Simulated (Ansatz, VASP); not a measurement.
**One calculation of GaN, two programs**

```
Ga N
1.0
    -0.01001    2.28531    2.29012
     2.22238    0.00971    2.27040
     2.24139    2.28459   -0.00929
Ga N
1 1
Cartesian
  2.1658 2.2933 4.4727
  3.2784 3.4821 3.3134
```

Alike in both runs: task single point; functional PBEsol; k mesh 6 × 6 × 6; no spin polarisation.

|  | VASP | Ansatz |
| --- | --- | --- |
| version | VASP 6.6.1 | Ansatz 0.2.0 |
| potentials or method | VASP PAW PBE potentials, release 64 (Ga_d, N), cutoff 520 eV | plane waves, PAW |
| occupations | gaussian, width 0.01 eV | fixed |
| valence electrons in the cell | 18 | 18 |

```tsv
	VASP	Ansatz	Ansatz less VASP
pressure (GPa)	-4.0	-3.8	+0.16
traceless stress, the component that is largest in VASP (GPa)	4.76	4.83	+0.076
rms of the force components (eV/Å)	0.433	0.441	+0.0074
```

VASP's potentials were made for PBE, not for PBEsol. Atom by atom the forces differ by 0.007 eV/Å (rms over components). Ansatz's warnings: stress scf threshold loose.
